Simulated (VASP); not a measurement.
A run of VASP 6.6.1 is set up as follows.

POSCAR

```
HfN
1.0
    3.4716430000      0.0000000000      0.0000000000
    1.7358215000      3.0065310309      0.0000000000
    1.7358215000      1.0021770103      2.8345846397
Hf N
1 1
Direct
    0.0000000000      0.0000000000      0.0000000000
    0.7500000000      0.7500000000      0.7500000000
```

File INCAR.step1:

```
SYSTEM = HfN
PREC = Accurate
ENCUT = 520
ISMEAR = 1
SIGMA = 0.2
LREAL = .FALSE.
LASPH = .TRUE.
NELM = 60
NBANDS = 14
GGA = PE
ALGO = Normal
EDIFF = 1E-4
LWAVE = .TRUE.
LCHARG = .FALSE.
```

File INCAR.step2:

```
SYSTEM = HfN
PREC = Accurate
ENCUT = 520
EDIFF = 1E-7
ISMEAR = 1
SIGMA = 0.2
LREAL = .FALSE.
LASPH = .TRUE.
NELM = 60
ALGO = Normal
ISIF = 2
LWAVE = .FALSE.
LCHARG = .FALSE.
METAGGA = R2SCAN
LMIXTAU = .TRUE.
NBANDS = 14
ISTART = 1
```

Contents of KPOINTS:

```
regular mesh
0
G
  12 12 12
  0 0 0
```

Potentials or basis: VASP PAW PBE potentials, release 64 (Hf_pv, N).

Command:

```bash
$ cat potpaw_PBE.64/Hf_pv/POTCAR potpaw_PBE.64/N/POTCAR > POTCAR
$ cp INCAR.step1 INCAR
$ mpirun -np 1 vasp_std > vasp.out
$ cp INCAR.step2 INCAR
$ mpirun -np 1 vasp_std > vasp.out
```

Problem. Predict the pressure.

Solution. -3.4 GPa.

Caveat: the PAW data sets were made with another functional, which shifts forces and pressure a little.
